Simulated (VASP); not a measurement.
# AlN (P6_3/mmc) in VASP: further runs

AlN is run at these levels: PBEsol; tasks: single point.

All numbers are computed with VASP 6.6.1; they aren't measurements. Logs are shortened: lines on timing, memory, paths and dates and some standing lists are left out, and cuts for length are marked.

### 1 The cell of the first run

It takes space group P6_3/mmc (No. 194, hexagonal). Conventional cell: a = 3.222 Å, b = 3.222 Å, c = 4.016 Å, α = 90.00°, β = 90.00°, γ = 120.00°. Al (site symmetry -6m2) has 5 N at 1.86 to 2.01 Å within 2.5 Å. Within 2.5 Å of N (site symmetry -6m2) lie 5 Al at 1.86 to 2.01 Å.

### 2 Single point, PBEsol

Contents of INCAR:

```
ALGO     = Normal         # electronic algorithm
EDIFF    = 1E-6           # SCF threshold, eV
ENCUT    = 520            # plane-wave cutoff, eV
GGA      = PS             # functional
ISIF     = 2              # what is computed and relaxed
ISMEAR   = 0              # smearing method
LASPH    = T              # aspherical terms in the spheres
LCHARG   = T              # write CHGCAR
LELF     = T              # ELF
LREAL    = F              # projectors in reciprocal space
LVHAR    = T            
LWAVE    = F              # write WAVECAR
NBANDS   = 16             # bands
NELM     = 100            # most SCF steps
PREC     = Accurate       # precision mode
SIGMA    = 0.05           # smearing width, eV
```

Contents of KPOINTS:

```
k-points
0
Gamma
  9 9 6
```

Contents of POSCAR:

```
AlN
1.0
    3.2222000000      0.0000000000      0.0000000000
   -1.6111000000      2.7905070561      0.0000000000
    0.0000000000      0.0000000000      4.0158000000
Al N
2 2
Direct
    0.3333333333      0.6666666667      0.7500000000
    0.6666666667      0.3333333333      0.2500000000
    0.3333333333      0.6666666667      0.2500000000
    0.6666666667      0.3333333333      0.7500000000
```

Potentials or basis: VASP PAW PBE potentials, release 64 (Al, N).

On the command line:

```sh
$ cat potpaw_PBE.64/Al/POTCAR potpaw_PBE.64/N/POTCAR > POTCAR
$ mpirun -np 1 vasp_std > vasp.out
```

OUTCAR:

```text
EDIFF = 1E-6
   ENCUT = 520
   GGA = PS
   ISIF = 2
   ISMEAR = 0
   LASPH = T
   LREAL = F
   NELM = 100
   PREC = Accurate

 ion  position               nearest neighbor table
   1  0.333  0.667  0.750-   4 1.86   4 1.86   4 1.86   3 2.01   3 2.01   2 2.74   2 2.74   2 2.74
                             2 2.74   2 2.74   2 2.74
   2  0.667  0.333  0.250-   3 1.86   3 1.86   3 1.86   4 2.01   4 2.01   1 2.74   1 2.74   1 2.74
                             1 2.74   1 2.74   1 2.74
   3  0.333  0.667  0.250-   2 1.86   2 1.86   2 1.86   1 2.01   1 2.01
   4  0.667  0.333  0.750-   1 1.86   1 1.86   1 1.86   2 2.01   2 2.01

  LATTYP: Found a hexagonal cell.
 ALAT       =     3.2222000000
 C/A-ratio  =     1.2462913537

  Lattice vectors:

 A1 = (   3.2222000000,   0.0000000000,   0.0000000000)
 A2 = (  -1.6111000000,   2.7905070561,   0.0000000000)
 A3 = (   0.0000000000,   0.0000000000,   4.0158000000)

Analysis of symmetry for initial positions (statically):
=====================================================================
 Subroutine PRICEL returns:
 Original cell was already a primitive cell.

 Routine SETGRP: Setting up the symmetry group for a
 hexagonal supercell.

 Subroutine GETGRP returns: Found 24 space group operations
 (whereof 12 operations were pure point group operations)
 out of a pool of 24 trial point group operations.

The static configuration has the point symmetry D_3d.
 The point group associated with its full space group is D_6h.

Analysis of symmetry for dynamics (positions and initial velocities):
=====================================================================
 Subroutine PRICEL returns:
 Original cell was already a primitive cell.

 Routine SETGRP: Setting up the symmetry group for a
 hexagonal supercell.

 Subroutine GETGRP returns: Found 24 space group operations
 (whereof 12 operations were pure point group operations)
 out of a pool of 24 trial point group operations.

The dynamic configuration has the point symmetry D_3d.
 The point group associated with its full space group is D_6h.

 Subroutine INISYM returns: Found 24 space group operations
 (whereof 12 operations are pure point group operations),
 and found     1 'primitive' translations

----------------------------------------------------------------------------------------

                                     Primitive cell

  volume of cell :      36.1084

  direct lattice vectors                    reciprocal lattice vectors
     3.222200000  0.000000000  0.000000000     0.310346968  0.179178905  0.000000000
    -1.611100000  2.790507056  0.000000000     0.000000000  0.358357811  0.000000000
     0.000000000  0.000000000  4.015800000     0.000000000  0.000000000  0.249016385

  length of vectors
     3.222200000  3.222200000  4.015800000     0.358357811  0.358357811  0.249016385

  position of ions in fractional coordinates (direct lattice)
     0.333333333  0.666666667  0.750000000
     0.666666667  0.333333333  0.250000000
     0.333333333  0.666666667  0.250000000
     0.666666667  0.333333333  0.750000000

  ion indices of the primitive-cell ions
   primitive index   ion index
                 1           1
                 2           2
                 3           3
                 4           4

----------------------------------------------------------------------------------------

 KPOINTS: k-points

Automatic generation of k-mesh.
 Grid dimensions read from file:
 generate k-points for:    9    9    6

 Generating k-lattice:

  Cartesian coordinates                     Fractional coordinates (reciprocal lattice)
     0.034482996  0.019908767  0.000000000     0.111111111  0.000000000  0.000000000
     0.000000000  0.039817535  0.000000000     0.000000000  0.111111111  0.000000000
     0.000000000  0.000000000  0.041502731     0.000000000  0.000000000  0.166666667

  Length of vectors
     0.039817535  0.039817535  0.041502731

  Shift w.r.t. Gamma in fractional coordinates (k-lattice)
     0.000000000  0.000000000  0.000000000

 Subroutine IBZKPT returns following result:
 ===========================================

 Found     48 irreducible k-points:

 Following reciprocal coordinates:
            Coordinates               Weight
  0.000000  0.000000  0.000000      1.000000
  0.111111  0.000000  0.000000      6.000000
  0.222222 -0.000000  0.000000      6.000000
  0.333333  0.000000  0.000000      6.000000
  0.444444 -0.000000  0.000000      6.000000
  0.111111  0.111111  0.000000      6.000000
[... 16 lines left out ...]
  0.333333  0.222222  0.166667     24.000000
  0.333333  0.333333  0.166667      4.000000
 [... further k-points ...]
   k-points           NKPTS =     48   k-points in BZ     NKDIM =     48   number of bands    NBANDS=     16
   number of dos      NEDOS =    301   number of ions     NIONS =      4
   total plane-waves  NPLWV =  17280
   dimension x,y,z NGX =    24 NGY =   24 NGZ =   30
   dimension x,y,z NGXF=    48 NGYF=   48 NGZF=   60
   ions per type =               2   2
   NGX,Y,Z   is equivalent  to a cutoff of  12.38, 12.38, 12.42 a.u.
   NGXF,Y,Z  is equivalent  to a cutoff of  24.77, 24.77, 24.84 a.u.
 SYSTEM =  unknown system
   PREC   = accura    normal or accurate (medium, high low for compatibility)
   ISTART =      0    job   : 0-new  1-cont  2-samecut
   ICHARG =      2    charge: 1-file 2-atom 10-const
   ISPIN  =      1    spin polarized calculation?
   LNONCOLLINEAR =      F non collinear calculations
   LSORBIT =      F    spin-orbit coupling
   LASPH  =      T    aspherical Exc in radial PAW
   ENCUT  =  520.0 eV  38.22 Ry    6.18 a.u.   5.99  5.99  7.47*2*pi/ulx,y,z
   NELM   =    100;   NELMIN=  2; NELMDL= -5     # of ELM steps
   EDIFF  = 0.1E-05   stopping-criterion for ELM
   LREAL  =      F    real-space projection
   EDIFFG = 0.1E-04   stopping-criterion for IOM
   NSW    =      0    number of steps for IOM
   IBRION =     -1    ionic relax: 0-MD 1-quasi-New 2-CG
   NFREE  =      0    steps in history (QN), initial steepest desc. (CG)
   ISIF   =      2    stress and relaxation
   ISYM   =      2    0-nonsym 1-usesym 2-fastsym
   POTIM  = 0.5000    time-step for ionic-motion
   TEBEG  =    0.0;   TEEND  =   0.0 temperature during run
   PSTRESS=    0.0 pullay stress
   NELECT =      16.0000    total number of electrons
   NUPDOWN=      -1.0000    fix difference up-down
   EMIN   =  10.00;   EMAX   =-10.00  energy-range for DOS
   EFERMI =   0.00;   METHOD = LEGACY
   ISMEAR =     0;   SIGMA  =   0.05  broadening in eV -4-tet -1-fermi 0-gaus
   EFERMI_NEDOS =   21; number of points for ismear=-14 and -15
   IALGO  =     38    algorithm
   IMIX   =      4    mixing-type and parameters
     AMIX     =   0.40;   BMIX     =  1.00
     AMIX_MAG =   1.60;   BMIX_MAG =  1.00
  volume/ion in A,a.u.               =       9.03        60.92
  Fermi-wavevector in a.u.,A,eV,Ry     =   1.248089  2.358546 21.194155  1.557726
  Thomas-Fermi vector in A             =   2.382192
   LORBIT       =      0    0 simple, 1 ext, 2 COOP (PROOUT), +10 PAW based schemes
   GGA     = PS    functional components
   LHFCALC =     F    Hartree Fock is set to
   AEXX    =    0.0000 exact exchange contribution
   IVDW    =     0    specifies the selected vdW correction
   LEPSILON=     F    determine dielectric tensor
   LRPA    =     F    only Hartree local field effects (RPA)
 non-spin polarized calculation
 Gauss-broadening in eV      SIGMA  =   0.05
  energy-cutoff  :      520.00
  volume of cell :       36.11
 maximum number of plane-waves:       996
 NGX is ok and might be reduce to    24
   NGX = 11   NGY = 11   NGZ = 15

 number of electron      16.0000004 magnetization

 Free energy of the ion-electron system (eV)
  ---------------------------------------------------
  ext. energy  EPLUGINS =         0.00000000
  ---------------------------------------------------
  free energy    TOTEN  =       -30.77233760 eV

  energy without entropy =      -30.77233760  energy(sigma->0) =      -30.77233760

 E-fermi :   9.1776     XC(G=0): -11.7881

 val. band max:        8.9400820128   @ k =   0.0000   0.0000   0.0000
 cond. band min:      12.8613551766   @ k =   0.0000   0.0000   0.0000
 fundamental gap:      3.9212731638
 Fermi energy:         9.1775516744

 k-point     1 :       0.0000    0.0000    0.0000
  band No.  band energies     occupation
      1      -8.5706      2.00000
      2      -4.3167      2.00000
      3       1.4899      2.00000
      4       5.3696      2.00000
      5       5.3696      2.00000
      6       7.2071      2.00000
[... 8 lines left out ...]
     15      21.0565      0.00000
     16      21.0565      0.00000

 k-point     2 :       0.1111    0.0000    0.0000
  band No.  band energies     occupation
      1      -8.4151      2.00000
      2      -4.3190      2.00000
      3       1.6504      2.00000
      4       4.8564      2.00000
      5       5.1498      2.00000
      6       6.7338      2.00000
[... 8 lines left out ...]
     15      20.5547      0.00000
     16      21.3928      0.00000

 k-point     3 :       0.2222   -0.0000    0.0000
  band No.  band energies     occupation
      1      -7.9678      2.00000
      2      -4.3792      2.00000
      3       2.1188      2.00000
      4       3.7368      2.00000
      5       4.7080      2.00000
      6       5.8555      2.00000
[... 8 lines left out ...]
     15      19.8666      0.00000
     16      22.1294      0.00000
[... 362 lines left out ...]
 k-point    23 :       0.3333    0.2222    0.1667
  band No.  band energies     occupation
      1      -6.1497      2.00000
      2      -5.2224      2.00000
      3       1.8688      2.00000
      4       2.7568      2.00000
      5       3.6423      2.00000
      6       5.5203      2.00000
[... 8 lines left out ...]
     15      21.4195      0.00000
     16      23.2984      0.00000

 k-point    24 :       0.3333    0.3333    0.1667
  band No.  band energies     occupation
      1      -5.6278      2.00000
      2      -5.6278      2.00000
      3       1.7939      2.00000
      4       3.0749      2.00000
      5       3.0749      2.00000
      6       5.7681      2.00000
[... 8 lines left out ...]
     15      20.8413      0.00000
     16      23.0673      0.00000

 [... further k-points ...]

------------------------ aborting loop because EDIFF is reached ----------------------------------------

  FORCE on cell =-STRESS in cart. coord.  units (eV):
  Direction    XX          YY          ZZ          XY          YZ          ZX
  --------------------------------------------------------------------------------------
  -------------------------------------------------------------------------------------
  Total        4.5600596      4.5600596      4.2929892      0.0000000      0.0000000      0.0000000
  in kB      202.3361173    202.3361173    190.4858348      0.0000000      0.0000000      0.0000000
  external PRESSURE =     198.3860232 kB  Pullay stress =       0.0000000 kB

 VOLUME and BASIS-vectors are now :
 -----------------------------------------------------------------------------
  energy-cutoff  :      520.00
  volume of cell :       36.11
      direct lattice vectors                 reciprocal lattice vectors
     3.222200000  0.000000000  0.000000000     0.310346968  0.179178905  0.000000000
    -1.611100000  2.790507056  0.000000000     0.000000000  0.358357811  0.000000000
     0.000000000  0.000000000  4.015800000     0.000000000  0.000000000  0.249016385

 POSITION                                       TOTAL-FORCE (eV/Angst)
 -----------------------------------------------------------------------------------
     -0.00000      1.86034      3.01185        -0.000000      0.000000      0.000000
      1.61110      0.93017      1.00395        -0.000000     -0.000000      0.000000
     -0.00000      1.86034      1.00395         0.000000     -0.000000      0.000000
      1.61110      0.93017      3.01185        -0.000000     -0.000000      0.000000
 -----------------------------------------------------------------------------------
    total drift:                               -0.000000      0.000000      0.000000

  FREE ENERGIE OF THE ION-ELECTRON SYSTEM (eV)
  ---------------------------------------------------
  free  energy   TOTEN  =       -30.7723375959 eV

  energy  without entropy=      -30.7723375959  energy(sigma->0) =      -30.77233760
```

Run time: 17 s. Hardware: 1 thread of Intel Xeon Platinum 8259CL at 2.50GHz (Skylake/Cascade Lake), shared host; peak memory 0.15 GiB.

Results:

* Free energy: -30.7723 eV
* Pressure: 19.8 GPa
* Band gap on the k mesh: 3.92 eV

Caveat: the cell stands under pressure; the PAW data sets were made with another functional, which shifts forces and pressure a little; an odd mesh through Γ misses points on the zone boundary, where band edges can lie.

### 3 Single point, PBEsol

This run uses another cell than the first one, of 9.01 Å³/atom.

Contents of INCAR:

```
SYSTEM = AlN
ALGO = Normal
EDIFF = 1E-6
ENCUT = 520
GGA = PS
ISIF = 2
ISMEAR = 0
LASPH = .True.
LCHARG = .False.
LREAL = .False.
LWAVE = .False.
NBANDS = 16
NELM = 100
PREC = Accurate
SIGMA = 0.05
```

Contents of KPOINTS:

```
k-points
0
Gamma
  9 9 6
  0 0 0
```

Contents of POSCAR:

```
AlN
1.0
    3.2024000000      0.0000000000      0.0000000000
   -1.6012000000      2.7733597531      0.0000000000
    0.0000000000      0.0000000000      4.0572000000
Al N
2 2
Direct
    0.3333333333      0.6666666667      0.7500000000
    0.6666666667      0.3333333333      0.2500000000
    0.3333333333      0.6666666667      0.2500000000
    0.6666666667      0.3333333333      0.7500000000
```

Potentials or basis: VASP PAW PBE potentials, release 64 (Al, N).

On the command line:

```sh
$ cat potpaw_PBE.64/Al/POTCAR potpaw_PBE.64/N/POTCAR > POTCAR
$ mpirun -np 1 vasp_std > vasp.out
```

It took 17 s on 1 thread of Intel Xeon Platinum 8259CL at 2.50GHz (Skylake/Cascade Lake), shared host; peak memory 0.15 GiB.

The run converged. Its results:

* Free energy: -30.7531 eV
* Pressure: 21.0 GPa
* Band gap on the k mesh: 3.91 eV

Stress tensor (GPa, compression positive):
```
23.18  0.00  0.00
 0.00 23.18  0.00
 0.00  0.00 16.49
```

Levels at points of the mesh, in eV from the valence-band top:
| k point | band 5 | band 6 | band 7 | band 8 | band 9 | band 10 | band 11 | band 12 |
| --- | --- | --- | --- | --- | --- | --- | --- | --- |
| (0.00, 0.00, 0.00) | -3.58 | -1.83 | -1.83 | 0.00 | 3.91 | 5.16 | 8.68 | 8.68 |
| (0.00, 0.00, 0.50) | -2.75 | -2.75 | -2.75 | -2.75 | 6.18 | 6.18 | 8.80 | 8.80 |

Caveat: the cell stands under pressure; the PAW data sets were made with another functional, which shifts forces and pressure a little; an odd mesh through Γ misses points on the zone boundary, where band edges can lie.

### 4 Single point, PBEsol

This run uses another cell than the first one, of 8.93 Å³/atom.

Contents of INCAR:

```
SYSTEM = AlN
PREC = Accurate
ENCUT = 520
EDIFF = 1E-7
ISMEAR = 0
SIGMA = 0.05
LREAL = .False.
LASPH = .True.
NELM = 60
ALGO = Normal
ISIF = 2
LWAVE = .False.
LCHARG = .True.
GGA = PS
LELF = .True.
LVHAR = .True.
NBANDS = 16
```

Contents of KPOINTS:

```
regular mesh
0
Gamma
  9 9 6
  0 0 0
```

Contents of POSCAR:

```
AlN
1.0
    3.2222000000      0.0000000000      0.0000000000
   -1.6111000000      2.7905070561      0.0000000000
    0.0000000000      0.0000000000      3.9744000000
Al N
2 2
Direct
    0.3333333333      0.6666666667      0.7500000000
    0.6666666667      0.3333333333      0.2500000000
    0.3333333333      0.6666666667      0.2500000000
    0.6666666667      0.3333333333      0.7500000000
```

On the command line:

```sh
$ cat potpaw_PBE.64/Al/POTCAR potpaw_PBE.64/N/POTCAR > POTCAR
$ mpirun -np 1 vasp_std > vasp.out
```

Run time: 18 s. Hardware: 1 thread of Intel Xeon Platinum 8259CL at 2.50GHz (Skylake/Cascade Lake), shared host; peak memory 0.15 GiB.

Results (log left out):

- Free energy: -30.7220 eV
- Pressure: 22.7 GPa
- Band gap on the k mesh: 4.01 eV

Stress tensor (GPa, compression positive):
```
22.01  0.00  0.00
 0.00 22.01  0.00
 0.00  0.00 24.13
```

Levels at points of the mesh, in eV from the valence-band top:
| k point | band 4 | band 5 | band 6 | band 7 | band 8 | band 9 | band 10 | band 11 | band 12 | band 13 |
| --- | --- | --- | --- | --- | --- | --- | --- | --- | --- | --- |
| (0.00, 0.00, 0.00) | -3.60 | -3.60 | -1.70 | -1.70 | 0.00 | 4.01 | 5.23 | 8.68 | 8.68 | 12.14 |
| (0.00, 0.00, 0.50) | -3.84 | -2.70 | -2.70 | -2.70 | -2.70 | 6.28 | 6.28 | 8.74 | 8.74 | 8.74 |

Caveat: the cell stands under pressure; the PAW data sets were made with another functional, which shifts forces and pressure a little; an odd mesh through Γ misses points on the zone boundary, where band edges can lie.

### 5 Overview

| cell | gap on the mesh (eV) | pressure (GPa) |
| --- | --- | --- |
| a = 3.222, b = 3.222, c = 4.016 Å, angles 90.0, 90.0, 120.0°, 4 atoms | 3.92 | 19.8 |
| a = 3.202, b = 3.202, c = 4.057 Å, angles 90.0, 90.0, 120.0°, 4 atoms | 3.91 | 21.0 |
| a = 3.222, b = 3.222, c = 3.974 Å, angles 90.0, 90.0, 120.0°, 4 atoms | 4.01 | 22.7 |

Alike in all rows: task single point; level PBEsol; potentials or basis VASP PAW PBE potentials, release 64 (Al, N); no spin polarisation; k mesh 9 × 9 × 6; cutoff (eV) 520; smearing gaussian 0.05 eV.

Caveats: the cell stands under pressure; the PAW data sets were made with another functional, which shifts forces and pressure a little; an odd mesh through Γ misses points on the zone boundary, where band edges can lie.

Total energies depend on the potentials used, so only differences within one code and one set of settings carry meaning.
